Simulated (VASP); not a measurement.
# Ca3H2C (P4/mmm) in VASP: a series of runs

Runs on Ca3H2C. Level: PBE. Tasks: single point, relaxation of cell and atoms.

Everything below comes from runs of VASP 6.6.1. Logs are shortened: lines on timing, memory, paths and dates and some standing lists are left out, and cuts for length are marked.

## 1. The cell of the first run

It takes space group P4/mmm (No. 123, tetragonal). The conventional cell has a = 3.163 Å, b = 3.163 Å, c = 10.040 Å, α = 90.00°, β = 90.00°, γ = 90.00°. Within 3.5 Å of Ca (site symmetry 4mm) lie 4 C at 2.63 Å and 5 Ca at 2.77 to 3.16 Å and 4 H at 3.29 Å. Ca (site symmetry 4/mmm) has 8 H at 2.55 Å and 4 Ca at 3.16 Å within 3.4 Å. Within 3.2 Å of H (site symmetry 4mm) lie 5 H at 2.44 to 3.16 Å and 4 Ca at 2.55 Å. Within 3.5 Å of C (site symmetry 4/mmm) lie 8 Ca at 2.63 Å and 4 C at 3.16 Å.

## 2. Single point, PBE

File INCAR:

```
SYSTEM = Ca3H2C
  ALGO = Normal
  EDIFF = 1E-7
  ENCUT = 520
  GGA = PE
  ISIF = 2
  ISMEAR = 0
  LASPH = .True.
  LCHARG = .False.
  LREAL = .False.
  LWAVE = .False.
  NBANDS = 27
  NELM = 100
  PREC = Accurate
  SIGMA = 0.1
```

File KPOINTS:

```
k-points
0
Gamma
  12 12 4
  0 0 0
```

File POSCAR:

```
Ca3H2C
1.0
    3.1625523918      0.0000000000      0.0000000000
    0.0000000000      3.1625523918      0.0000000000
    0.0000000000      0.0000000000     10.0404363579
Ca H C
3 2 1
Direct
    0.0000000000      0.0000000000      0.8620048450
    0.0000000000      0.0000000000      0.1379951550
    0.0000000000      0.0000000000      0.5000000000
    0.5000000000      0.5000000000      0.3783312454
    0.5000000000      0.5000000000      0.6216687546
    0.5000000000      0.5000000000      0.0000000000
```

Potentials or basis: VASP PAW PBE potentials, release 64 (Ca_sv, H, C).

Started as:

```console
> cat potpaw_PBE.64/Ca_sv/POTCAR potpaw_PBE.64/H/POTCAR potpaw_PBE.64/C/POTCAR > POTCAR
> mpirun -np 1 vasp_std > vasp.out
```

OUTCAR:

```text
SYSTEM = Ca3H2C
   EDIFF = 1E-7
   ENCUT = 520
   GGA = PE
   ISIF = 2
   ISMEAR = 0
   LASPH = .True.
   LREAL = .False.
   NELM = 100
   PREC = Accurate

 ion  position               nearest neighbor table
   1  0.000  0.000  0.862-   2 2.77
   2  0.000  0.000  0.138-   1 2.77
   3  0.000  0.000  0.500-
   4  0.500  0.500  0.378-
   5  0.500  0.500  0.622-
   6  0.500  0.500  0.000-

  LATTYP: Found a simple tetragonal cell.
 ALAT       =     3.1625523918
 C/A-ratio  =     3.1747889407

  Lattice vectors:

 A1 = (   3.1625523918,   0.0000000000,   0.0000000000)
 A2 = (   0.0000000000,   3.1625523918,   0.0000000000)
 A3 = (   0.0000000000,   0.0000000000,  10.0404363579)

Analysis of symmetry for initial positions (statically):
=====================================================================
 Subroutine PRICEL returns:
 Original cell was already a primitive cell.

 Routine SETGRP: Setting up the symmetry group for a
 simple tetragonal supercell.

 Subroutine GETGRP returns: Found 16 space group operations
 (whereof 16 operations were pure point group operations)
 out of a pool of 16 trial point group operations.

The static configuration has the point symmetry D_4h.

Analysis of symmetry for dynamics (positions and initial velocities):
=====================================================================
 Subroutine PRICEL returns:
 Original cell was already a primitive cell.

 Routine SETGRP: Setting up the symmetry group for a
 simple tetragonal supercell.

 Subroutine GETGRP returns: Found 16 space group operations
 (whereof 16 operations were pure point group operations)
 out of a pool of 16 trial point group operations.

The dynamic configuration has the point symmetry D_4h.

 Subroutine INISYM returns: Found 16 space group operations
 (whereof 16 operations are pure point group operations),
 and found     1 'primitive' translations

----------------------------------------------------------------------------------------

                                     Primitive cell

  volume of cell :     100.4218

  direct lattice vectors                    reciprocal lattice vectors
     3.162552392  0.000000000  0.000000000     0.316200295  0.000000000  0.000000000
     0.000000000  3.162552392  0.000000000     0.000000000  0.316200295  0.000000000
     0.000000000  0.000000000 10.040436358     0.000000000  0.000000000  0.099597265

  length of vectors
     3.162552392  3.162552392 10.040436358     0.316200295  0.316200295  0.099597265

  position of ions in fractional coordinates (direct lattice)
     0.000000000  0.000000000  0.862004845
     0.000000000  0.000000000  0.137995155
     0.000000000  0.000000000  0.500000000
     0.500000000  0.500000000  0.378331245
     0.500000000  0.500000000  0.621668755
     0.500000000  0.500000000  0.000000000

  ion indices of the primitive-cell ions
   primitive index   ion index
                 1           1
                 2           2
                 3           3
                 4           4
                 5           5
                 6           6

----------------------------------------------------------------------------------------

 KPOINTS: k-points

Automatic generation of k-mesh.
 Grid dimensions read from file:
 generate k-points for:   12   12    4

 Generating k-lattice:

  Cartesian coordinates                     Fractional coordinates (reciprocal lattice)
     0.026350025  0.000000000  0.000000000     0.083333333  0.000000000  0.000000000
     0.000000000  0.026350025  0.000000000     0.000000000  0.083333333  0.000000000
     0.000000000  0.000000000  0.024899316     0.000000000  0.000000000  0.250000000

  Length of vectors
     0.026350025  0.026350025  0.024899316

  Shift w.r.t. Gamma in fractional coordinates (k-lattice)
     0.000000000  0.000000000  0.000000000

 Subroutine IBZKPT returns following result:
 ===========================================

 Found     84 irreducible k-points:

 Following reciprocal coordinates:
            Coordinates               Weight
  0.000000  0.000000  0.000000      1.000000
  0.083333  0.000000  0.000000      4.000000
  0.166667  0.000000  0.000000      4.000000
  0.250000  0.000000  0.000000      4.000000
  0.333333  0.000000  0.000000      4.000000
  0.416667  0.000000  0.000000      4.000000
[... 16 lines left out ...]
  0.333333  0.333333  0.000000      4.000000
  0.416667  0.333333  0.000000      8.000000
 [... further k-points ...]
   k-points           NKPTS =     84   k-points in BZ     NKDIM =     84   number of bands    NBANDS=     27
   number of dos      NEDOS =    301   number of ions     NIONS =      6
   total plane-waves  NPLWV =  46080
   dimension x,y,z NGX =    24 NGY =   24 NGZ =   80
   dimension x,y,z NGXF=    48 NGYF=   48 NGZF=  160
   ions per type =               3   2   1
   NGX,Y,Z   is equivalent  to a cutoff of  12.62, 12.62, 13.25 a.u.
   NGXF,Y,Z  is equivalent  to a cutoff of  25.23, 25.23, 26.49 a.u.
 SYSTEM =  Ca3H2C
   PREC   = accura    normal or accurate (medium, high low for compatibility)
   ISTART =      0    job   : 0-new  1-cont  2-samecut
   ICHARG =      2    charge: 1-file 2-atom 10-const
   ISPIN  =      1    spin polarized calculation?
   LNONCOLLINEAR =      F non collinear calculations
   LSORBIT =      F    spin-orbit coupling
   LASPH  =      T    aspherical Exc in radial PAW
   ENCUT  =  520.0 eV  38.22 Ry    6.18 a.u.   5.88  5.88 18.67*2*pi/ulx,y,z
   NELM   =    100;   NELMIN=  2; NELMDL= -5     # of ELM steps
   EDIFF  = 0.1E-06   stopping-criterion for ELM
   LREAL  =      F    real-space projection
   EDIFFG = 0.1E-05   stopping-criterion for IOM
   NSW    =      0    number of steps for IOM
   IBRION =     -1    ionic relax: 0-MD 1-quasi-New 2-CG
   NFREE  =      0    steps in history (QN), initial steepest desc. (CG)
   ISIF   =      2    stress and relaxation
   ISYM   =      2    0-nonsym 1-usesym 2-fastsym
   POTIM  = 0.5000    time-step for ionic-motion
   TEBEG  =    0.0;   TEEND  =   0.0 temperature during run
   PSTRESS=    0.0 pullay stress
   NELECT =      36.0000    total number of electrons
   NUPDOWN=      -1.0000    fix difference up-down
   EMIN   =  10.00;   EMAX   =-10.00  energy-range for DOS
   EFERMI =   0.00;   METHOD = LEGACY
   ISMEAR =     0;   SIGMA  =   0.10  broadening in eV -4-tet -1-fermi 0-gaus
   EFERMI_NEDOS =   21; number of points for ismear=-14 and -15
   IALGO  =     38    algorithm
   IMIX   =      4    mixing-type and parameters
     AMIX     =   0.40;   BMIX     =  1.00
     AMIX_MAG =   1.60;   BMIX_MAG =  1.00
  volume/ion in A,a.u.               =      16.74       112.95
  Fermi-wavevector in a.u.,A,eV,Ry     =   1.162964  2.197684 18.401683  1.352486
  Thomas-Fermi vector in A             =   2.299519
   LORBIT       =      0    0 simple, 1 ext, 2 COOP (PROOUT), +10 PAW based schemes
   GGA     = PE    functional components
   LHFCALC =     F    Hartree Fock is set to
   AEXX    =    0.0000 exact exchange contribution
   IVDW    =     0    specifies the selected vdW correction
   LEPSILON=     F    determine dielectric tensor
   LRPA    =     F    only Hartree local field effects (RPA)
 non-spin polarized calculation
 Gauss-broadening in eV      SIGMA  =   0.10
  energy-cutoff  :      520.00
  volume of cell :      100.42
 maximum number of plane-waves:      2744
 NGX is ok and might be reduce to    24
   NGX = 11   NGY = 11   NGZ = 37

 number of electron      35.9999988 magnetization

 Free energy of the ion-electron system (eV)
  ---------------------------------------------------
  ext. energy  EPLUGINS =         0.00000000
  ---------------------------------------------------
  free energy    TOTEN  =       -20.44531843 eV

  energy without entropy =      -20.42728480  energy(sigma->0) =      -20.43630162

 E-fermi :   3.8550     XC(G=0):  -9.1851

 val. band max:        3.8520079142   @ k =   0.3333   0.0000   0.0000
 cond. band min:       3.8598812764   @ k =   0.5000   0.0833   0.5000
 fundamental gap:      0.0078733622
 Fermi energy:         3.8549629964

 k-point     1 :       0.0000    0.0000    0.0000
  band No.  band energies     occupation
      1     -38.2761      2.00000
      2     -37.3099      2.00000
      3     -37.1894      2.00000
      4     -19.3190      2.00000
      5     -19.0357      2.00000
      6     -19.0357      2.00000
[... 19 lines left out ...]
     26       7.4669      0.00000
     27       7.7965      0.00000

 k-point     2 :       0.0833    0.0000    0.0000
  band No.  band energies     occupation
      1     -38.2718      2.00000
      2     -37.3055      2.00000
      3     -37.1852      2.00000
      4     -19.3138      2.00000
      5     -19.0753      2.00000
      6     -19.0322      2.00000
[... 19 lines left out ...]
     26       7.6379      0.00000
     27       7.8834      0.00000

 k-point     3 :       0.1667    0.0000    0.0000
  band No.  band energies     occupation
      1     -38.2602      2.00000
      2     -37.2932      2.00000
      3     -37.1737      2.00000
      4     -19.2996      2.00000
      5     -19.1820      2.00000
      6     -19.0229      2.00000
[... 19 lines left out ...]
     26       7.5775      0.00000
     27       8.0568      0.00000

 k-point     4 :       0.2500    0.0000    0.0000
  band No.  band energies     occupation
      1     -38.2441      2.00000
      2     -37.2765      2.00000
      3     -37.1580      2.00000
      4     -19.3248      2.00000
      5     -19.2801      2.00000
      6     -19.0101      2.00000
[... 19 lines left out ...]
     26       7.5610      0.00000
     27       7.7640      0.00000
[... 516 lines left out ...]
      4     -19.5514      2.00000
      5     -19.2485      2.00000
      6     -19.2087      2.00000
[... 19 lines left out ...]
     26       7.1695      0.00000
     27       7.5584      0.00000

 k-point    23 :       0.3333    0.3333    0.0000
  band No.  band energies     occupation
      1     -38.1818      2.00000
      2     -37.2112      2.00000
      3     -37.0967      2.00000
      4     -19.4085      2.00000
      5     -19.3886      2.00000
      6     -19.2097      2.00000
[... 19 lines left out ...]
     26       7.3483      0.00000
     27       7.4785      0.00000

 k-point    24 :       0.4167    0.3333    0.0000
  band No.  band energies     occupation
      1     -38.1704      2.00000
      2     -37.1993      2.00000
      3     -37.0855      2.00000
      4     -19.4929      2.00000
      5     -19.3821      2.00000
      6     -19.1972      2.00000
[... 19 lines left out ...]
     26       7.4628      0.00000
     27       7.5641      0.00000

 [... further k-points ...]

------------------------ aborting loop because EDIFF is reached ----------------------------------------

  FORCE on cell =-STRESS in cart. coord.  units (eV):
  Direction    XX          YY          ZZ          XY          YZ          ZX
  --------------------------------------------------------------------------------------
  -------------------------------------------------------------------------------------
  Total        0.0922193      0.0922193      0.1067704      0.0000000      0.0000000      0.0000000
  in kB        1.4713111      1.4713111      1.7034659      0.0000000      0.0000000      0.0000000
  external PRESSURE =       1.5486960 kB  Pullay stress =       0.0000000 kB

 VOLUME and BASIS-vectors are now :
 -----------------------------------------------------------------------------
  energy-cutoff  :      520.00
  volume of cell :      100.42
      direct lattice vectors                 reciprocal lattice vectors
     3.162552392  0.000000000  0.000000000     0.316200295  0.000000000  0.000000000
     0.000000000  3.162552392  0.000000000     0.000000000  0.316200295  0.000000000
     0.000000000  0.000000000 10.040436358     0.000000000  0.000000000  0.099597265

 POSITION                                       TOTAL-FORCE (eV/Angst)
 -----------------------------------------------------------------------------------
      0.00000      0.00000      8.65490        -0.000000      0.000000     -0.034835
      0.00000      0.00000      1.38553         0.000000     -0.000000      0.034835
      0.00000      0.00000      5.02022         0.000000      0.000000     -0.000000
      1.58128      1.58128      3.79861         0.000000     -0.000000     -0.008393
      1.58128      1.58128      6.24183        -0.000000     -0.000000      0.008393
      1.58128      1.58128      0.00000         0.000000      0.000000     -0.000000
 -----------------------------------------------------------------------------------
    total drift:                                0.000000     -0.000000     -0.000000

  FREE ENERGIE OF THE ION-ELECTRON SYSTEM (eV)
  ---------------------------------------------------
  free  energy   TOTEN  =       -20.4453184324 eV

  energy  without entropy=      -20.4272847981  energy(sigma->0) =      -20.43630162
```

Run time: 85 s. Hardware: 1 thread of Intel Xeon 6975P-C (Granite Rapids), shared host; peak memory 0.33 GiB.

What came out:

* Free energy: -20.4453 eV
* Pressure: 0.2 GPa
* Largest force: 0.035 eV/Å
* Band gap on the k mesh: zero (band 18 reaches 4.25 eV, above the bottom of band 19 at 3.37 eV)

Forces on the atoms (eV/Å):
```
Ca   0.000  0.000 -0.035
Ca   0.000  0.000  0.035
Ca   0.000  0.000  0.000
H    0.000  0.000 -0.008
H    0.000  0.000  0.008
C    0.000  0.000  0.000
```

Levels at points of the mesh, in eV from the Fermi level:
| k point | band 16 | band 17 | band 18 | band 19 | band 20 | band 21 |
| --- | --- | --- | --- | --- | --- | --- |
| (0.00, 0.00, 0.00) | -2.70 | -0.84 | 0.40 | 0.40 | 0.52 | 1.10 |
| (0.50, 0.00, 0.00) | -3.15 | -0.90 | -0.75 | 0.38 | 0.64 | 1.16 |
| (0.50, 0.50, 0.00) | -2.62 | -2.62 | -1.49 | 0.59 | 0.59 | 1.46 |
| (0.00, 0.00, 0.50) | -3.16 | -0.25 | 0.40 | 0.40 | 0.53 | 1.03 |
| (0.50, 0.00, 0.50) | -3.12 | -1.04 | -0.78 | 0.38 | 1.03 | 1.17 |
| (0.50, 0.50, 0.50) | -2.62 | -2.13 | -2.07 | 0.65 | 0.65 | 2.05 |

[end of part 1 of 2]
